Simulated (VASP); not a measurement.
Input of a VASP 6.6.1 run:

The input INCAR:

```
PREC = Accurate ; ENCUT = 600
EDIFF = 1E-6 ; ISMEAR = 0
SIGMA = 0.1 ; LREAL = F
LASPH = T ; NELM = 200
ALGO = Normal ; ISIF = 2
LWAVE = F ; LCHARG = F
ISPIN = 2 ; MAGMOM = 0 1
LORBIT = 11 ; GGA = PE
NBANDS = 16 ; GGA_COMPAT = F
```

The input KPOINTS:

```
regular mesh
0
Gamma
  8 8 6
```

Contents of POSCAR:

```
SiN
1.0
    2.5972690247      0.0000000000      0.0000000000
    0.0000000000      2.5972690247      0.0000000000
    0.0000000000      0.0000000000      3.4042776146
Si N
1 1
Direct
    0.5000000000      0.5000000000      0.5000000000
    0.0000000000      0.0000000000      0.0000000000
```

Potentials or basis: VASP PAW PBE potentials, release 64 (Si, N).

The run is started by

```console
$ cat potpaw_PBE.64/Si/POTCAR potpaw_PBE.64/N/POTCAR > POTCAR
$ mpirun -np 1 vasp_std > vasp.out
```

(1) Predict the pressure.

(2) What does it give for the net moment?

## Answers

(1) -13.1 GPa.

(2) 0.41 μB per cell.

Caveat: the stress differs along the axes, from -36 to -2 GPa; a moment this small can come from the mesh or the smearing.
